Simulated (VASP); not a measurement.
# CO in VASP: single point with PBE+D3(BJ)

Aim: the single point of CO with PBE+D3(BJ).

Program: VASP 6.6.1. These are calculated values, not measurements. Logs are shortened: lines on timing, memory, paths and dates and some standing lists are left out, and cuts for length are marked.

## (1) The cell of the first run

The cell holds a disordered packing, 20 atoms: a = 9.102 Å, b = 9.102 Å, c = 9.102 Å, α = 90.00°, β = 90.00°, γ = 90.00°.

## (2) Single point, PBE+D3(BJ)

Input file INCAR:

```
SYSTEM = CO
ALGO = Normal
EDIFF = 1E-6
ENCUT = 1000
GGA = PE
GGA_COMPAT = .FALSE.
ISIF = 2
ISMEAR = -1
IVDW = 12
LASPH = .TRUE.
LCHARG = .FALSE.
LREAL = Auto
LWAVE = .FALSE.
NBANDS = 66
NELM = 120
PREC = Accurate
SIGMA = 0.02
```

Input file KPOINTS:

```
k-points
0
G
  1 1 1
  0 0 0
```

Input file POSCAR:

```
CO
1.0
    9.1017270000      0.0000000000      0.0000000000
    0.0000000000      9.1017270000      0.0000000000
    0.0000000000      0.0000000000      9.1017270000
O C
10 10
Direct
    0.1617165621      0.1528830737      0.0572968185
    0.7415076282      0.1694293841      0.8655829822
    0.6885506454      0.6611053045      0.6229916586
    0.6943956900      0.0507595976      0.5511591372
    0.7327400613      0.8043967919     -0.0042849011
    0.3302120576      0.4389936108      0.8889301997
    0.0374654173      0.1834157408      0.6982740748
    0.2432944869      0.5658706309      0.5539498163
    0.7678652634      0.3976278348      0.2215953082
    0.3054255528      0.9014882560      0.5723309433
    0.1544651911      0.0630210069      0.1455877549
    0.8322486491      0.2197495047      0.9329877725
    0.6732898053      0.5399524728      0.5889321884
    0.8064403602      0.0002636862      0.5340854543
    0.6369560414      0.8755151632     -0.0324883399
    0.4339945595      0.4526283858      0.9555988660
    0.0899279884      0.2186508121      0.5912284559
    0.1412589061      0.5292512069      0.4855342288
    0.7380467465      0.5164514383      0.2002806720
    0.3332664230      0.8605949179      0.4584514565
```

Potentials or basis: VASP PAW PBE potentials, release 64 (O_h, C_h).

Launch:

```console
$ cat potpaw_PBE.64/O_h/POTCAR potpaw_PBE.64/C_h/POTCAR > POTCAR
$ mpirun -np 1 vasp_gam > vasp.out
```

OUTCAR:

```text
SYSTEM = CO
   EDIFF = 1E-6
   ENCUT = 1000
   GGA = PE
   ISIF = 2
   ISMEAR = -1
   IVDW = 12
   LASPH = .TRUE.
   LREAL = Auto
   NELM = 120
   PREC = Accurate
 IVDW          = 12

 ion  position               nearest neighbor table
   1  0.162  0.153  0.057-  11 1.15
   2  0.742  0.169  0.866-  12 1.13
   3  0.689  0.661  0.623-  13 1.15
   4  0.694  0.051  0.551-  14 1.13
   5  0.733  0.804  0.996-  15 1.12
   6  0.330  0.439  0.889-  16 1.13
[... 12 lines left out ...]
  19  0.738  0.516  0.200-   9 1.13
  20  0.333  0.861  0.458-  10 1.13

  LATTYP: Found a simple cubic cell.
 ALAT       =     9.1017270000

  Lattice vectors:

 A1 = (   9.1017270000,   0.0000000000,   0.0000000000)
 A2 = (   0.0000000000,   9.1017270000,   0.0000000000)
 A3 = (   0.0000000000,   0.0000000000,   9.1017270000)

Analysis of symmetry for initial positions (statically):
=====================================================================
 Subroutine PRICEL returns:
 Original cell was already a primitive cell.

 Routine SETGRP: Setting up the symmetry group for a
 simple cubic supercell.

 Subroutine GETGRP returns: Found  1 space group operations
 (whereof  1 operations were pure point group operations)
 out of a pool of 48 trial point group operations.

The static configuration has the point symmetry C_1 .

Analysis of symmetry for dynamics (positions and initial velocities):
=====================================================================
 Subroutine PRICEL returns:
 Original cell was already a primitive cell.

 Routine SETGRP: Setting up the symmetry group for a
 simple cubic supercell.

 Subroutine GETGRP returns: Found  1 space group operations
 (whereof  1 operations were pure point group operations)
 out of a pool of 48 trial point group operations.

The dynamic configuration has the point symmetry C_1 .

 Subroutine INISYM returns: Found  1 space group operations
 (whereof  1 operations are pure point group operations),
 and found     1 'primitive' translations

----------------------------------------------------------------------------------------

                                     Primitive cell

  volume of cell :     754.0001

  direct lattice vectors                    reciprocal lattice vectors
     9.101727000  0.000000000  0.000000000     0.109869259  0.000000000  0.000000000
     0.000000000  9.101727000  0.000000000     0.000000000  0.109869259  0.000000000
     0.000000000  0.000000000  9.101727000     0.000000000  0.000000000  0.109869259

  length of vectors
     9.101727000  9.101727000  9.101727000     0.109869259  0.109869259  0.109869259

  position of ions in fractional coordinates (direct lattice)
     0.161716562  0.152883074  0.057296818
     0.741507628  0.169429384  0.865582982
     0.688550645  0.661105304  0.622991659
     0.694395690  0.050759598  0.551159137
     0.732740061  0.804396792  0.995715099
     0.330212058  0.438993611  0.888930200
[... 12 lines left out ...]
     0.738046746  0.516451438  0.200280672
     0.333266423  0.860594918  0.458451457

  ion indices of the primitive-cell ions
   primitive index   ion index
                 1           1
                 2           2
                 3           3
                 4           4
                 5           5
                 6           6
[... 12 lines left out ...]
                19          19
                20          20

----------------------------------------------------------------------------------------

 KPOINTS: k-points

Automatic generation of k-mesh.
 Grid dimensions read from file:
 generate k-points for:    1    1    1

 Generating k-lattice:

  Cartesian coordinates                     Fractional coordinates (reciprocal lattice)
     0.109869259  0.000000000  0.000000000     1.000000000  0.000000000  0.000000000
     0.000000000  0.109869259  0.000000000     0.000000000  1.000000000  0.000000000
     0.000000000  0.000000000  0.109869259     0.000000000  0.000000000  1.000000000

  Length of vectors
     0.109869259  0.109869259  0.109869259

  Shift w.r.t. Gamma in fractional coordinates (k-lattice)
     0.000000000  0.000000000  0.000000000

 Subroutine IBZKPT returns following result:
 ===========================================

 Found      1 irreducible k-points:

 Following reciprocal coordinates:
            Coordinates               Weight
  0.000000  0.000000  0.000000      1.000000
   k-points           NKPTS =      1   k-points in BZ     NKDIM =      1   number of bands    NBANDS=     66
   number of dos      NEDOS =    301   number of ions     NIONS =     20
   total plane-waves  NPLWV = 884736
   dimension x,y,z NGX =    96 NGY =   96 NGZ =   96
   dimension x,y,z NGXF=   192 NGYF=  192 NGZF=  192
   ions per type =              10  10
   NGX,Y,Z   is equivalent  to a cutoff of  17.53, 17.53, 17.53 a.u.
   NGXF,Y,Z  is equivalent  to a cutoff of  35.07, 35.07, 35.07 a.u.
 SYSTEM =  CO
   PREC   = accura    normal or accurate (medium, high low for compatibility)
   ISTART =      0    job   : 0-new  1-cont  2-samecut
   ICHARG =      2    charge: 1-file 2-atom 10-const
   ISPIN  =      1    spin polarized calculation?
   LNONCOLLINEAR =      F non collinear calculations
   LSORBIT =      F    spin-orbit coupling
   LASPH  =      T    aspherical Exc in radial PAW
   ENCUT  = 1000.0 eV  73.50 Ry    8.57 a.u.  23.47 23.47 23.47*2*pi/ulx,y,z
   NELM   =    120;   NELMIN=  2; NELMDL= -5     # of ELM steps
   EDIFF  = 0.1E-05   stopping-criterion for ELM
   LREAL  =      T    real-space projection
   EDIFFG = 0.1E-04   stopping-criterion for IOM
   NSW    =      0    number of steps for IOM
   IBRION =     -1    ionic relax: 0-MD 1-quasi-New 2-CG
   NFREE  =      0    steps in history (QN), initial steepest desc. (CG)
   ISIF   =      2    stress and relaxation
   ISYM   =      2    0-nonsym 1-usesym 2-fastsym
   POTIM  = 0.5000    time-step for ionic-motion
   TEBEG  =    0.0;   TEEND  =   0.0 temperature during run
   PSTRESS=    0.0 pullay stress
   NELECT =     100.0000    total number of electrons
   NUPDOWN=      -1.0000    fix difference up-down
   EMIN   =  10.00;   EMAX   =-10.00  energy-range for DOS
   EFERMI =   0.00;   METHOD = LEGACY
   ISMEAR =    -1;   SIGMA  =   0.02  broadening in eV -4-tet -1-fermi 0-gaus
   EFERMI_NEDOS =   21; number of points for ismear=-14 and -15
   IALGO  =     38    algorithm
   IMIX   =      4    mixing-type and parameters
     AMIX     =   0.40;   BMIX     =  1.00
     AMIX_MAG =   1.60;   BMIX_MAG =  1.00
  volume/ion in A,a.u.               =      37.70       254.41
  Fermi-wavevector in a.u.,A,eV,Ry     =   0.834868  1.577671  9.483318  0.697004
  Thomas-Fermi vector in A             =   1.948331
   LORBIT       =      0    0 simple, 1 ext, 2 COOP (PROOUT), +10 PAW based schemes
   GGA     = PE    functional components
   LHFCALC =     F    Hartree Fock is set to
   AEXX    =    0.0000 exact exchange contribution
   IVDW    =    12    specifies the selected vdW correction
   LEPSILON=     F    determine dielectric tensor
   LRPA    =     F    only Hartree local field effects (RPA)
 non-spin polarized calculation
  energy-cutoff  :     1000.00
  volume of cell :      754.00
 maximum number of plane-waves:     27170
 NGX is ok and might be reduce to    96
   NGX = 47   NGY = 47   NGZ = 47

 number of electron     100.0000002 magnetization

 Free energy of the ion-electron system (eV)
  ---------------------------------------------------
  ext. energy  EPLUGINS =         0.00000000
  ---------------------------------------------------
  free energy    TOTEN  =      -149.32756616 eV

  energy without entropy =     -149.32756616  energy(sigma->0) =     -149.32756616

 E-fermi :  -5.9132     XC(G=0):  -4.7229

 val. band max:       -6.3996485403   @ k =   0.0000   0.0000   0.0000
 cond. band min:      -0.4532086624   @ k =   0.0000   0.0000   0.0000
 fundamental gap:      5.9464398780
 Fermi energy:        -5.9132143129

 k-point     1 :       0.0000    0.0000    0.0000
  band No.  band energies     occupation
      1     -27.1346      2.00000
      2     -27.1261      2.00000
      3     -27.1032      2.00000
      4     -27.0534      2.00000
      5     -27.0131      2.00000
      6     -26.9404      2.00000
[... 54 lines left out ...]
     61       0.2947      0.00000
     62       0.3573      0.00000
 [bands above 62 left out]

------------------------ aborting loop because EDIFF is reached ----------------------------------------

 Edisp (eV)   -0.67514

 E8    (eV) :    -0.1708

  FORCE on cell =-STRESS in cart. coord.  units (eV):
  Direction    XX          YY          ZZ          XY          YZ          ZX
  --------------------------------------------------------------------------------------
  -------------------------------------------------------------------------------------
  Total       1.32081    -0.68392    -0.16569    -1.86703    -0.32018    -0.88997
  in kB       2.80660    -1.45326    -0.35208    -3.96727    -0.68035    -1.89110
  external pressure =        0.33 kB  Pullay stress =        0.00 kB

 VOLUME and BASIS-vectors are now :
 -----------------------------------------------------------------------------
  energy-cutoff  :     1000.00
  volume of cell :      754.00
      direct lattice vectors                 reciprocal lattice vectors
     9.101727000  0.000000000  0.000000000     0.109869259  0.000000000  0.000000000
     0.000000000  9.101727000  0.000000000     0.000000000  0.109869259  0.000000000
     0.000000000  0.000000000  9.101727000     0.000000000  0.000000000  0.109869259

 POSITION                                       TOTAL-FORCE (eV/Angst)
 -----------------------------------------------------------------------------------
      1.47190      1.39150      0.52150        -0.025008     -1.034715      1.017163
      6.74900      1.54210      7.87830        -0.851064     -0.380769     -0.601316
      6.26700      6.01720      5.67030        -0.247193     -1.863124     -0.518451
      6.32020      0.46200      5.01650        -0.646635      0.271361      0.058297
      6.66920      7.32140      9.06273         1.915549     -1.342762      0.499719
      3.00550      3.99560      8.09080        -0.541793     -0.066128     -0.349521
[... 12 lines left out ...]
      6.71750      4.70060      1.82290        -0.101424      0.384788      0.006106
      3.03330      7.83290      4.17270         0.219792     -0.124050     -0.621817
 -----------------------------------------------------------------------------------
    total drift:                                0.000537      0.008605     -0.002587

  FREE ENERGIE OF THE ION-ELECTRON SYSTEM (eV)
  ---------------------------------------------------
  free  energy   TOTEN  =      -150.0027030825 eV

  energy  without entropy=     -150.0027030825  energy(sigma->0) =     -150.00270308
```

Run time: 3.9 min. Hardware: 1 thread of Intel Xeon Platinum 8259CL at 2.50GHz (Skylake/Cascade Lake), shared host; peak memory 1.4 GiB.

Results:

```
Free energy                : -150.0027 eV
Pressure                   : 0.0 GPa
Largest force              : 3.151 eV/Å
Dispersion energy per atom : -0.034 eV
```

Forces in eV/Å, atoms in the order of the input:
```
O   -0.025 -1.035  1.017
O   -0.851 -0.381 -0.601
O   -0.247 -1.863 -0.518
O   -0.647  0.271  0.058
O    1.916 -1.343  0.500
O   -0.542 -0.066 -0.350
O   -0.055 -0.102  0.344
O   -2.488 -1.006 -1.651
O    0.096 -0.404  0.095
O   -0.157  0.278  0.598
C    0.068  1.026 -0.985
C    0.741  0.507  0.670
C    0.237  1.858  0.539
C    0.554 -0.356 -0.160
C   -1.965  1.283 -0.514
C    0.542  0.056  0.324
C    0.263  0.063 -0.396
C    2.443  0.952  1.647
C   -0.101  0.385  0.006
C    0.220 -0.124 -0.622
```

Caveat: the k points lie up to 0.69 Å⁻¹ apart; the atoms stand as in a frame of molecular dynamics.
